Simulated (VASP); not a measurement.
A run of VASP 6.6.1:

Contents of INCAR:

```
PREC = Accurate
ENCUT = 520
EDIFF = 1E-6
ISMEAR = -1
SIGMA = 0.1
LREAL = False
LASPH = True
NELM = 80
ALGO = Normal
ISIF = 2
LWAVE = False
LCHARG = False
GGA = PE
NBANDS = 19
```

The input KPOINTS:

```
Automatic mesh
0
Gamma
  11 11 11
```

Contents of POSCAR:

```
Zn
1.0
    0.0000000000      3.0245488527      3.0245488527
    3.0245488527      0.0000000000      3.0245488527
    3.0245488527      3.0245488527      0.0000000000
Zn
2
Direct
    0.1250000000      0.1250000000      0.1250000000
    0.8750000000      0.8750000000      0.8750000000
```

Potentials or basis: VASP PAW PBE potentials, release 64 (Zn).

Command:

```bash
$ cat potpaw_PBE.64/Zn/POTCAR > POTCAR
$ mpirun -np 1 vasp_std > vasp.out
```

Hardware: 1 thread of AMD EPYC 9R45 96-Core Processor (Zen 5) (shared host).

Question: How long does it take, and how much memory?

Answer: It took 22 s on 1 thread of AMD EPYC 9R45 96-Core Processor (Zen 5), on a shared host, peak memory 0.16 GiB. Counts: scf iterations 11, k points 56.
